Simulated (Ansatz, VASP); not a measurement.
RbGe2Sb3: VASP beside Ansatz

```
CELL_PARAMETERS angstrom
4.05857 0.00000 0.00000
-2.02929 3.51483 0.00000
0.00000 0.00000 25.29652
ATOMIC_POSITIONS crystal
Rb 0.00000 0.00000 0.25000
Rb 0.00000 0.00000 0.75000
Ge 0.33333 0.66667 0.92656
Ge 0.66667 0.33333 0.42656
Ge 0.66667 0.33333 0.07344
Ge 0.33333 0.66667 0.57344
Sb 0.00000 0.00000 0.50000
Sb 0.00000 0.00000 0.00000
Sb 0.33333 0.66667 0.36707
Sb 0.66667 0.33333 0.86707
Sb 0.66667 0.33333 0.63293
Sb 0.33333 0.66667 0.13293
```

Alike in both runs: functional PBE; k mesh 6 × 6 × 1; occupations gaussian, width 0.1 eV; no spin polarisation.

Ansatz relaxed the structure, and its values are those at the end. VASP's run is a single point on that final structure, the one shown.

|  | VASP | Ansatz |
| --- | --- | --- |
| version | VASP 6.6.1 | Ansatz 0.2.0 |
| potentials or method | VASP PAW PBE potentials, release 64 (Rb_sv, Ge_d, Sb), cutoff 520 eV | scalar-relativistic, plane waves, PAW |
| valence electrons in the cell | 104 | 164 |

```csv
,VASP,Ansatz,Ansatz less VASP
gap on the k mesh at the Fermi level (eV),none,none,-
pressure (GPa),0.0,0.0,0.00
```

A gap of «none» marks a metal or a gap that the smearing closes. VASP's potentials hold 104 valence electrons a cell and Ansatz's 164, so a difference there can come from the potentials and not from the codes.

Spin-orbit coupling is off throughout.
